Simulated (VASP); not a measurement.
Input of a VASP 6.6.1 run:

The input INCAR:

```
PREC     = Accurate       # precision mode
ENCUT    = 520            # plane-wave cutoff, eV
EDIFF    = 1E-6           # SCF threshold, eV
ISMEAR   = 0              # smearing method
SIGMA    = 0.01           # smearing width, eV
LREAL    = False          # projectors in reciprocal space
LASPH    = True           # aspherical terms in the spheres
NELM     = 80             # most SCF steps
ALGO     = Normal         # electronic algorithm
ISIF     = 2              # what is computed and relaxed
LWAVE    = False          # write WAVECAR
LCHARG   = True           # write CHGCAR
GGA      = PE             # functional
LELF     = True           # ELF
LVHAR    = True         
NBANDS   = 11             # bands
```

Contents of KPOINTS:

```
regular mesh
0
Gamma
  6 6 6
```

POSCAR

```
MgO
1.0
    0.0000000000      2.1021674155      2.1442107638
    2.1021674155      0.0000000000      2.1442107638
    2.1021674155      2.1021674155      0.0000000000
Mg O
1 1
Direct
    0.0000000000      0.0000000000      0.0000000000
    0.5000000000      0.5000000000      0.5000000000
```

Potentials or basis: VASP PAW PBE potentials, release 64 (Mg, O).

Command:

```console
$ cat potpaw_PBE.64/Mg/POTCAR potpaw_PBE.64/O/POTCAR > POTCAR
$ mpirun -np 1 vasp_std > vasp.out
```

Q: Predict the band gap on the k mesh.

A: 4.56 eV, direct.

Q: Estimate the pressure.

A: 1.7 GPa.

Stress tensor (GPa, compression positive):
```
 2.98  0.00  0.00
 0.00  2.98  0.00
 0.00  0.00 -0.77
```

Caveat: the k points lie up to 0.43 Å⁻¹ apart; the cell differs from its parent crystal (uniaxial z strain +2.0%).
